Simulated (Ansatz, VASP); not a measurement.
# SiB5 in VASP and in Ansatz

```
Si B
1.0
     2.54840    0.00000    0.00000
    -1.27420    2.20698    0.00000
     0.00000    0.00000   12.75191
Si B
1 5
Direct
  0.00000 0.00000 0.00000
  0.66667 0.33333 0.16976
  0.00000 0.00000 0.33337
  0.66667 0.33333 0.50000
  0.00000 0.00000 0.66663
  0.66667 0.33333 0.83024
```

Change from the starting cell: species swapped into the Li5Mg type (P-6m2, No. 187).

Alike in both runs: task single point; functional PBE; k mesh 6 × 6 × 2; occupations gaussian, width 0.1 eV; no spin polarisation.

|  | VASP | Ansatz |
| --- | --- | --- |
| version | VASP 6.6.1 | Ansatz 0.2.0 |
| potentials or method | VASP PAW PBE potentials, release 64 (Si, B), cutoff 520 eV | scalar-relativistic, plane waves, PAW |
| valence electrons in the cell | 19 | 19 |

```csv
,VASP,Ansatz,Ansatz less VASP
gap on the k mesh at the Fermi level (eV),none,none,-
rms of the force components (eV/Å),0.383,0.383,-0.0002
```

Atom by atom the forces differ by 0.000 eV/Å (rms over components). A gap of «none» marks a metal or a gap that the smearing closes. The functional is the same, so the differences come from potentials, cutoffs and numerics.

The k mesh is coarse, so the values compare programs but aren't converged.
